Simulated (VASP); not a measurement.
Crystal: Co.

```
Co
1.0
     2.24744    0.00000    0.00000
     0.00000    2.24744    0.00000
     0.00000    0.00000    2.24744
Co
1
Direct
  0.00000 0.00000 0.00000
```

| Quantity | Value |
| --- | --- |
| Program | VASP 6.6.1 |
| Task | relaxation of cell and atoms |
| Functional | PBEsol |
| Potentials or basis | VASP PAW PBE potentials, release 64 (Co_sv) |
| Cutoff | 600 eV |
| k mesh | 8 × 8 × 8 |
| Occupations | gaussian, width 0.1 eV |
| Spin | collinear spin, ferromagnetic start |
| Starting moments | [1.89] μB |

At the start: pressure 8.9 GPa; volume 11.35 Å³/atom.

Task: How do energy, volume and symmetry change on relaxing?

Result: Over 3 steps the energy falls by 13.0 meV/atom and the volume is 11.84 Å³/atom (+4.3 %); space group Pm-3m (No. 221, to 0.05 Å); moment 1.76 μB per cell.

Step by step:
| step | energy change (eV) | largest force (eV/Å) | pressure (GPa) | volume (Å³) |
| --- | --- | --- | --- | --- |
| 1 | 0.0000 | 0.0000 | 8.93 | 11.35 |
| 2 | 0.0039 | 0.0000 | -8.82 | 12.42 |
| 3 | -0.0130 | 0.0000 | -0.01 | 11.84 |

Final structure:
```xyz
1
Lattice="2.2790 0.0000 0.0000 0.0000 2.2790 0.0000 0.0000 0.0000 2.2790" Properties=species:S:1:pos:R:3 pbc="T T T"
Co    0.0000    0.0000    0.0000
```

Caveat: the PAW data sets were made with another functional, which shifts forces and pressure a little.
